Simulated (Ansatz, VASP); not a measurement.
**SiC in VASP and in Ansatz**

```xyz
4
Lattice="3.0760 0.0000 0.0000 -1.5380 2.6639 0.0000 0.0000 0.0000 5.0985" Properties=species:S:1:pos:R:3 pbc="T T T"
Si    0.0000    1.7759    0.0260
Si    1.5380    0.8880    2.5752
C     0.0000    1.7759    1.9370
C     1.5380    0.8880    4.4862
```

Change from the starting cell: z stretched by +1 %, ions relaxed.

Alike in both runs: functional PBE; k mesh 16 × 16 × 9; occupations fermi-dirac, width 0.02 eV; no spin polarisation.

Ansatz relaxed the structure, and its values are those at the end. VASP's run is a single point on that final structure, the one shown.

|  | VASP | Ansatz |
| --- | --- | --- |
| version | VASP 6.6.1 | Ansatz 0.2.0 |
| potentials or method | VASP PAW PBE potentials, release 64 (Si, C) | plane-wave PAW, scalar-relativistic |
| plane-wave cutoff (eV) | 520 | 420 |
| valence electrons in the cell | 16 | 16 |

```csv
,VASP,Ansatz,Ansatz less VASP
gap on the k mesh at the Fermi level (eV),2.28,2.28,+0.004
pressure (GPa),1.2,1.2,+0.05
```

With one functional, cell and mesh, what is left measures potentials, basis and numerics. Ansatz's warnings: stress scf threshold loose.
